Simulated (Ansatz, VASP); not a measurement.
## One calculation of Ti, two programs

The input INCAR:

```
SYSTEM = Ti
  PREC = Accurate
  ENCUT = 520
  EDIFF = 1E-6
  ISMEAR = -1
  SIGMA = 0.05
  LREAL = .FALSE.
  LASPH = .TRUE.
  NELM = 60
  ALGO = Normal
  ISIF = 2
  LWAVE = .FALSE.
  LCHARG = .FALSE.
  GGA = PS
  NBANDS = 19
```

KPOINTS

```
Automatic mesh
0
G
  14 14 8
  0 0 0
```

The input POSCAR:

```
Ti
1.0
    2.9888180735      0.0000000000      0.0000000000
   -1.4944090368      2.5883923789      0.0000000000
    0.0000000000      0.0000000000      4.7476649663
Ti
2
Direct
    0.3333333333      0.6666666667      0.2500000000
    0.6666666667      0.3333333333      0.7500000000
```

Input for Ansatz:

```yaml
crystal:
  lattice:
    - [2.9888180735, 0.0, 0.0]
    - [-1.4944090368, 2.5883923789, 0.0]
    - [0.0, 0.0, 4.7476649663]
  atoms:
    - { symbol: Ti, position: [0.3333333333, 0.6666666667, 0.25] }
    - { symbol: Ti, position: [0.6666666667, 0.3333333333, 0.75] }
kpoints:
  mp_grid: { grid: [14, 14, 8] }
  band_path:
    path:
      - [0.0, 0.0, 0.0]
      - [0.5, 0.0, 0.0]
      - [0.3333333333, 0.3333333333, 0.0]
      - [0.0, 0.0, 0.0]
      - [0.0, 0.0, 0.5]
      - [0.5, 0.0, 0.5]
      - [0.3333333333, 0.3333333333, 0.5]
      - [0.0, 0.0, 0.5]
      - [0.5, 0.0, 0.5]
    npoints: 5
scf:
  occupations: { method: fermi_dirac, width: 0.05 }
hamiltonian:
  xc: pbesol
  pseudopotentials: { kind: all_electron, lapw: { basis_error: 0.00025 } }
output:
  forces: true
  stress: true
  eigenvalues: true
```

Change from the starting cell: volume scaled by 1.04.

Alike in both runs: task single point; functional PBEsol; k mesh 14 × 14 × 8; occupations fermi-dirac, width 0.05 eV; no spin polarisation.

```csv
,VASP,Ansatz
version,VASP 6.6.1,Ansatz 0.2.0
potentials or method,"VASP PAW PBE potentials, release 64 (Ti_sv), cutoff 520 eV","all-electron LAPW, scalar-relativistic"
```

|  | VASP | Ansatz | Ansatz less VASP |
| --- | --- | --- | --- |
| pressure (GPa) | -9.6 | -9.4 | +0.12 |
| traceless stress, the component that is largest in VASP (GPa) | -0.39 | -0.39 | 0.000 |

VASP's potentials were made for PBE, not for PBEsol. Ansatz ran all-electron here, and VASP with PAW potentials.
